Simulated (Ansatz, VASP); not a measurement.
**One calculation of Zn, two programs**

```xyz
2
Lattice="2.6773 0.0000 0.0000 -1.3386 2.3186 0.0000 0.0000 0.0000 4.9248" Properties=species:S:1:pos:R:3 pbc="T T T"
Zn    0.0000    1.5457    1.2312
Zn    1.3386    0.7729    3.6936
```

Alike in both runs: task single point; functional PBEsol; k mesh 23 × 23 × 11; occupations fermi-dirac, width 0.1 eV; no spin polarisation.

```csv
,VASP,Ansatz
version,VASP 6.6.1,Ansatz 0.2.0
potentials or method,"VASP PAW PBE potentials, release 64 (Zn), cutoff 520 eV","plane waves (420 eV) with PAW, scalar-relativistic"
valence electrons in the cell,24,24
```

Ansatz gave:

```
pressure (GPa)                                                : -5.8
traceless stress, the component that is largest in VASP (GPa) : 1.33
```

Q: Which values does VASP return?

A: Pressure (GPa): -5.4; traceless stress, the component that is largest in VASP (GPa): 1.21.

VASP's potentials were made for PBE, not for PBEsol, and Ansatz warns of the same on its side. The functional is the same, so the differences come from potentials, cutoffs and numerics.
